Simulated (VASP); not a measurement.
Write the native input for VASP 6.6.1 that does the following.

```yaml
Task: single point
Functional: PBE
Potentials_or_basis: VASP PAW PBE potentials, release 64 (Hf_pv, O)
Cutoff: 520 eV
k_mesh: 6 × 6 × 4
Occupations: gaussian, width 0.1 eV
Spin: no spin polarisation
Dipole_correction: no
Further_INCAR_settings: ALGO = Normal; EDIFF = 1e-07; NBANDS = 20
```

The structure of Hf2O lies in POSCAR:

```
Hf2O
1.0
    4.7407542714      0.0000000000      0.0000000000
   -2.3703771357      4.1056136321      0.0000000000
    0.0000000000      0.0000000000      2.8411996908
Hf O
2 1
Direct
    0.3333333333      0.6666666667      0.5000000000
    0.6666666667      0.3333333333      0.5000000000
    0.0000000000      0.0000000000      0.0000000000
```

These files were run (other wordings do the same):

INCAR

```
SYSTEM = Hf2O
  PREC = Accurate
  ENCUT = 520
  EDIFF = 1E-7
  ISMEAR = 0
  SIGMA = 0.1
  LREAL = .FALSE.
  LASPH = .TRUE.
  NELM = 100
  ALGO = Normal
  ISIF = 2
  LWAVE = .FALSE.
  LCHARG = .FALSE.
  GGA = PE
  NBANDS = 20
```

KPOINTS

```
regular mesh
0
G
  6 6 4
  0 0 0
```

Potentials or basis: VASP PAW PBE potentials, release 64 (Hf_pv, O).

Launch:

```bash
$ cat potpaw_PBE.64/Hf_pv/POTCAR potpaw_PBE.64/O/POTCAR > POTCAR
$ mpirun -np 1 vasp_std > vasp.out
```

Results of the run:

| Item | Value |
| --- | --- |
| Pressure | -0.5 GPa |
| Band gap on the k mesh | zero (bands 13 and 14 overlap by 0.58 eV) |

Caveat: the k points lie up to 0.55 Å⁻¹ apart, too coarse for converged energies and pressures of a metal; spin-orbit coupling is left out, which moves the levels of the heavy elements.

It took 23 s on 1 thread of Intel Xeon 8259CL, with other jobs on the host, peak memory 0.18 GiB.
